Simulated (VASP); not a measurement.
# NaCl (F-43m) in VASP: a series of runs, part 2 of 2

VASP 6.6.1.

### Step 4. Single point, PBE (volume changed by +6%)

File INCAR:

```
  PREC = Accurate
  ENCUT = 520
  EDIFF = 1E-7
  ISMEAR = 0
  SIGMA = 0.01
  LREAL = F
  LASPH = T
  NELM = 80
  ALGO = Normal
  ISIF = 2
  LWAVE = F
  LCHARG = F
  GGA = PE
  NBANDS = 14
```

File KPOINTS:

```
Automatic mesh
0
Gamma
  6 6 6
```

File POSCAR:

```
NaCl
1.0
    0.0000000000      3.1877982780      3.1877982780
    3.1877982780      0.0000000000      3.1877982780
    3.1877982780      3.1877982780      0.0000000000
Na Cl
1 1
Direct
    0.0000000000      0.0000000000      0.0000000000
    0.2500000000      0.2500000000      0.2500000000
```

Potentials or basis: VASP PAW PBE potentials, release 64 (Na_pv, Cl).

Launch:

```sh
> cat potpaw_PBE.64/Na_pv/POTCAR potpaw_PBE.64/Cl/POTCAR > POTCAR
> mpirun -np 1 vasp_std > vasp.out
```

OUTCAR:

```text
PREC = Accurate
   ENCUT = 520
   EDIFF = 1E-7
   ISMEAR = 0
   LREAL = F
   LASPH = T
   NELM = 80
   ISIF = 2
   GGA = PE

 ion  position               nearest neighbor table
   1  0.000  0.000  0.000-
   2  0.250  0.250  0.250-

  LATTYP: Found a face centered cubic cell.
 ALAT       =     6.3755965560

  Lattice vectors:

 A1 = (   0.0000000000,   3.1877982780,   3.1877982780)
 A2 = (   3.1877982780,   0.0000000000,   3.1877982780)
 A3 = (   3.1877982780,   3.1877982780,   0.0000000000)

Analysis of symmetry for initial positions (statically):
=====================================================================
 Subroutine PRICEL returns:
 Original cell was already a primitive cell.

 Routine SETGRP: Setting up the symmetry group for a
 face centered cubic supercell.

 Subroutine GETGRP returns: Found 24 space group operations
 (whereof 24 operations were pure point group operations)
 out of a pool of 48 trial point group operations.

The static configuration has the point symmetry T_d .

Analysis of symmetry for dynamics (positions and initial velocities):
=====================================================================
 Subroutine PRICEL returns:
 Original cell was already a primitive cell.

 Routine SETGRP: Setting up the symmetry group for a
 face centered cubic supercell.

 Subroutine GETGRP returns: Found 24 space group operations
 (whereof 24 operations were pure point group operations)
 out of a pool of 48 trial point group operations.

The dynamic configuration has the point symmetry T_d .

 Subroutine INISYM returns: Found 24 space group operations
 (whereof 24 operations are pure point group operations),
 and found     1 'primitive' translations

----------------------------------------------------------------------------------------

                                     Primitive cell

  volume of cell :      64.7892

  direct lattice vectors                    reciprocal lattice vectors
     0.000000000  3.187798278  3.187798278    -0.156848068  0.156848068  0.156848068
     3.187798278  0.000000000  3.187798278     0.156848068 -0.156848068  0.156848068
     3.187798278  3.187798278  0.000000000     0.156848068  0.156848068 -0.156848068

  length of vectors
     4.508227559  4.508227559  4.508227559     0.271668822  0.271668822  0.271668822

  position of ions in fractional coordinates (direct lattice)
     0.000000000  0.000000000  0.000000000
     0.250000000  0.250000000  0.250000000

  ion indices of the primitive-cell ions
   primitive index   ion index
                 1           1
                 2           2

----------------------------------------------------------------------------------------

 KPOINTS: Automatic mesh

Automatic generation of k-mesh.
 Grid dimensions read from file:
 generate k-points for:    6    6    6

 Generating k-lattice:

  Cartesian coordinates                     Fractional coordinates (reciprocal lattice)
    -0.026141345  0.026141345  0.026141345     0.166666667  0.000000000  0.000000000
     0.026141345 -0.026141345  0.026141345     0.000000000  0.166666667  0.000000000
     0.026141345  0.026141345 -0.026141345     0.000000000  0.000000000  0.166666667

  Length of vectors
     0.045278137  0.045278137  0.045278137

  Shift w.r.t. Gamma in fractional coordinates (k-lattice)
     0.000000000  0.000000000  0.000000000

 Subroutine IBZKPT returns following result:
 ===========================================

 Found     16 irreducible k-points:

 Following reciprocal coordinates:
            Coordinates               Weight
  0.000000  0.000000  0.000000      1.000000
  0.166667  0.000000  0.000000      8.000000
  0.333333  0.000000  0.000000      8.000000
  0.500000  0.000000  0.000000      4.000000
  0.166667  0.166667  0.000000      6.000000
  0.333333  0.166667  0.000000     24.000000
[... 8 lines left out ...]
 -0.333333  0.333333  0.166667     24.000000
 -0.333333  0.500000  0.166667     12.000000
   k-points           NKPTS =     16   k-points in BZ     NKDIM =     16   number of bands    NBANDS=     14
   number of dos      NEDOS =    301   number of ions     NIONS =      2
   total plane-waves  NPLWV =  46656
   dimension x,y,z NGX =    36 NGY =   36 NGZ =   36
   dimension x,y,z NGXF=    72 NGYF=   72 NGZF=   72
   ions per type =               1   1
   NGX,Y,Z   is equivalent  to a cutoff of  13.28, 13.28, 13.28 a.u.
   NGXF,Y,Z  is equivalent  to a cutoff of  26.55, 26.55, 26.55 a.u.
 SYSTEM =  unknown system
   PREC   = accura    normal or accurate (medium, high low for compatibility)
   ISTART =      0    job   : 0-new  1-cont  2-samecut
   ICHARG =      2    charge: 1-file 2-atom 10-const
   ISPIN  =      1    spin polarized calculation?
   LNONCOLLINEAR =      F non collinear calculations
   LSORBIT =      F    spin-orbit coupling
   LASPH  =      T    aspherical Exc in radial PAW
   ENCUT  =  520.0 eV  38.22 Ry    6.18 a.u.   8.38  8.38  8.38*2*pi/ulx,y,z
   NELM   =     80;   NELMIN=  2; NELMDL= -5     # of ELM steps
   EDIFF  = 0.1E-06   stopping-criterion for ELM
   LREAL  =      F    real-space projection
   EDIFFG = 0.1E-05   stopping-criterion for IOM
   NSW    =      0    number of steps for IOM
   IBRION =     -1    ionic relax: 0-MD 1-quasi-New 2-CG
   NFREE  =      0    steps in history (QN), initial steepest desc. (CG)
   ISIF   =      2    stress and relaxation
   ISYM   =      2    0-nonsym 1-usesym 2-fastsym
   POTIM  = 0.5000    time-step for ionic-motion
   TEBEG  =    0.0;   TEEND  =   0.0 temperature during run
   PSTRESS=    0.0 pullay stress
   NELECT =      14.0000    total number of electrons
   NUPDOWN=      -1.0000    fix difference up-down
   EMIN   =  10.00;   EMAX   =-10.00  energy-range for DOS
   EFERMI =   0.00;   METHOD = LEGACY
   ISMEAR =     0;   SIGMA  =   0.01  broadening in eV -4-tet -1-fermi 0-gaus
   EFERMI_NEDOS =   21; number of points for ismear=-14 and -15
   IALGO  =     38    algorithm
   IMIX   =      4    mixing-type and parameters
     AMIX     =   0.40;   BMIX     =  1.00
     AMIX_MAG =   1.60;   BMIX_MAG =  1.00
  volume/ion in A,a.u.               =      32.39       218.61
  Fermi-wavevector in a.u.,A,eV,Ry     =   0.982389  1.856445 13.130813  0.965088
  Thomas-Fermi vector in A             =   2.113467
   LORBIT       =      0    0 simple, 1 ext, 2 COOP (PROOUT), +10 PAW based schemes
   GGA     = PE    functional components
   LHFCALC =     F    Hartree Fock is set to
   AEXX    =    0.0000 exact exchange contribution
   IVDW    =     0    specifies the selected vdW correction
   LEPSILON=     F    determine dielectric tensor
   LRPA    =     F    only Hartree local field effects (RPA)
 non-spin polarized calculation
 Gauss-broadening in eV      SIGMA  =   0.01
  energy-cutoff  :      520.00
  volume of cell :       64.79
 maximum number of plane-waves:      1807
 NGX is ok and might be reduce to    36
   NGX = 17   NGY = 17   NGZ = 17

 number of electron      14.0000000 magnetization

 Free energy of the ion-electron system (eV)
  ---------------------------------------------------
  ext. energy  EPLUGINS =         0.00000000
  ---------------------------------------------------
  free energy    TOTEN  =        -6.63327614 eV

  energy without entropy =       -6.63327614  energy(sigma->0) =       -6.63327614

 E-fermi :  -2.6202     XC(G=0):  -6.5090

 val. band max:       -2.7436730640   @ k =   0.0000   0.0000   0.0000
 cond. band min:       1.9722052116   @ k =   0.0000   0.0000   0.0000
 fundamental gap:      4.7158782756
 Fermi energy:        -2.6202042206

 k-point     1 :       0.0000    0.0000    0.0000
  band No.  band energies     occupation
      1     -23.5974      2.00000
      2     -23.5974      2.00000
      3     -23.5974      2.00000
      4     -14.7652      2.00000
      5      -2.7437      2.00000
      6      -2.7437      2.00000
      7      -2.7437      2.00000
      8       1.9722      0.00000
      9       8.1676      0.00000
     10       8.1676      0.00000
     11       8.1676      0.00000
     12       9.9801      0.00000
     13       9.9801      0.00000
     14      12.0890      0.00000
[... 241 lines left out ...]
      1     -23.6060      2.00000
      2     -23.6006      2.00000
      3     -23.5998      2.00000
      4     -14.6251      2.00000
      5      -3.4452      2.00000
      6      -3.1560      2.00000
      7      -3.0325      2.00000
      8       4.7262      0.00000
      9       6.3863      0.00000
     10       6.9134      0.00000
     11       7.9282      0.00000
     12      10.2820      0.00000
     13      11.6162      0.00000
     14      11.8389      0.00000

------------------------ aborting loop because EDIFF is reached ----------------------------------------

  FORCE on cell =-STRESS in cart. coord.  units (eV):
  Direction    XX          YY          ZZ          XY          YZ          ZX
  --------------------------------------------------------------------------------------
  -------------------------------------------------------------------------------------
  Total       -0.3506658     -0.3506658     -0.3506658     -0.0000000      0.0000000      0.0000000
  in kB       -8.6716448     -8.6716448     -8.6716448     -0.0000000      0.0000000      0.0000000
  external PRESSURE =      -8.6716448 kB  Pullay stress =       0.0000000 kB

 VOLUME and BASIS-vectors are now :
 -----------------------------------------------------------------------------
  energy-cutoff  :      520.00
  volume of cell :       64.79
      direct lattice vectors                 reciprocal lattice vectors
     0.000000000  3.187798278  3.187798278    -0.156848068  0.156848068  0.156848068
     3.187798278  0.000000000  3.187798278     0.156848068 -0.156848068  0.156848068
     3.187798278  3.187798278  0.000000000     0.156848068  0.156848068 -0.156848068

 POSITION                                       TOTAL-FORCE (eV/Angst)
 -----------------------------------------------------------------------------------
      0.00000      0.00000      0.00000         0.000000     -0.000000      0.000000
      1.59390      1.59390      1.59390        -0.000000      0.000000     -0.000000
 -----------------------------------------------------------------------------------
    total drift:                                0.000001      0.000001      0.000001

  FREE ENERGIE OF THE ION-ELECTRON SYSTEM (eV)
  ---------------------------------------------------
  free  energy   TOTEN  =        -6.6332761449 eV

  energy  without entropy=       -6.6332761449  energy(sigma->0) =       -6.63327614
```

stdout:

```text
POSCAR found type information on POSCAR NaCl
 POSCAR found :  2 types and       2 ions
 scaLAPACK will be used
 LDA part: xc-table for (Slater+PW92), standard interpolation
 POSCAR, INCAR and KPOINTS ok, starting setup
 FFT: planning ... GRIDC
 FFT: planning ... GRID_SOFT
 FFT: planning ... GRID
 WAVECAR not read
 entering main loop
```

Wall time 14 s (1 thread of AMD EPYC 7R13 (Zen 3), shared host); peak memory 0.16 GiB.

What came out:

```
Free energy            : -6.6333 eV
Pressure               : -0.9 GPa
Band gap on the k mesh : 4.72 eV, direct
```

Levels at points of the mesh, in eV from the valence-band top:
| k point | band 4 | band 5 | band 6 | band 7 | band 8 | band 9 | band 10 | band 11 |
| --- | --- | --- | --- | --- | --- | --- | --- | --- |
| (0.00, 0.00, 0.00) | -12.02 | 0.00 | 0.00 | 0.00 | 4.72 | 10.91 | 10.91 | 10.91 |
| (0.50, 0.00, 0.00) | -11.92 | -0.91 | -0.08 | -0.08 | 7.27 | 8.48 | 10.42 | 10.42 |
| (0.50, 0.50, 0.00) | -11.88 | -0.83 | -0.26 | -0.26 | 6.96 | 8.87 | 9.92 | 12.50 |

### Step 5. Single point, r2SCAN (volume changed by -6%)

File POSCAR:

```
NaCl
1.0
    0.0000000000      3.0242495359      3.0242495359
    3.0242495359      0.0000000000      3.0242495359
    3.0242495359      3.0242495359      0.0000000000
Na Cl
1 1
Direct
    0.0000000000      0.0000000000      0.0000000000
    0.2500000000      0.2500000000      0.2500000000
```

File INCAR.step1:

```
SYSTEM = NaCl
  PREC = Accurate
  ENCUT = 520
  ISMEAR = 0
  SIGMA = 0.01
  LREAL = .False.
  LASPH = .True.
  NELM = 60
  NBANDS = 14
  GGA = PE
  ALGO = Normal
  EDIFF = 1E-4
  LWAVE = .True.
  LCHARG = .False.
```

File INCAR.step2:

```
SYSTEM = NaCl
  PREC = Accurate
  ENCUT = 520
  EDIFF = 1E-6
  ISMEAR = 0
  SIGMA = 0.01
  LREAL = .False.
  LASPH = .True.
  NELM = 60
  ALGO = Normal
  ISIF = 2
  LWAVE = .False.
  LCHARG = .False.
  METAGGA = R2SCAN
  LMIXTAU = .True.
  NBANDS = 14
  ISTART = 1
```

File KPOINTS:

```
regular mesh
0
Gamma
  6 6 6
  0 0 0
```

Launch:

```sh
> cat potpaw_PBE.64/Na_pv/POTCAR potpaw_PBE.64/Cl/POTCAR > POTCAR
> cp INCAR.step1 INCAR
> mpirun -np 1 vasp_std > vasp.out
> cp INCAR.step2 INCAR
> mpirun -np 1 vasp_std > vasp.out
```

Wall time 35 s (1 thread of AMD EPYC 7R13 (Zen 3), shared host); peak memory 0.15 GiB.

The run converged. Its results:

```
Free energy            : -13.5505 eV
Pressure               : 1.2 GPa
Band gap on the k mesh : 5.72 eV, direct
```

Levels at points of the mesh, in eV from the valence-band top:
| k point | band 4 | band 5 | band 6 | band 7 | band 8 | band 9 | band 10 | band 11 |
| --- | --- | --- | --- | --- | --- | --- | --- | --- |
| (0.00, 0.00, 0.00) | -12.74 | 0.00 | 0.00 | 0.00 | 5.72 | 12.27 | 12.27 | 12.27 |
| (0.50, 0.00, 0.00) | -12.56 | -1.15 | -0.10 | -0.10 | 8.53 | 9.77 | 11.50 | 11.50 |
| (0.50, 0.50, 0.00) | -12.50 | -1.04 | -0.32 | -0.32 | 7.52 | 9.90 | 12.09 | 14.52 |

Caveat: the PAW data sets were made with another functional, which shifts forces and pressure a little.

### Step 6. Summary

| level | cell | gap on the mesh (eV) | pressure (GPa) |
| --- | --- | --- | --- |
| PBE | a = 4.422 Å, angles 60.0°, 2 atoms | 4.85 | 0.0 |
| PBE | a = 4.465 Å, angles 60.0°, 2 atoms | 4.78 | -0.5 |
| PBE | a = 4.508 Å, angles 60.0°, 2 atoms | 4.72 | -0.9 |
| r2SCAN | a = 4.277 Å, angles 60.0°, 2 atoms | 5.72 | 1.2 |

Alike in all rows: task single point; potentials or basis VASP PAW PBE potentials, release 64 (Na_pv, Cl); no spin polarisation; k mesh 6 × 6 × 6; cutoff (eV) 520; smearing gaussian 0.01 eV.

Caveats: the PAW data sets were made with another functional, which shifts forces and pressure a little (some runs).

Total energies depend on the potentials used, so only differences within one code and one set of settings carry meaning.
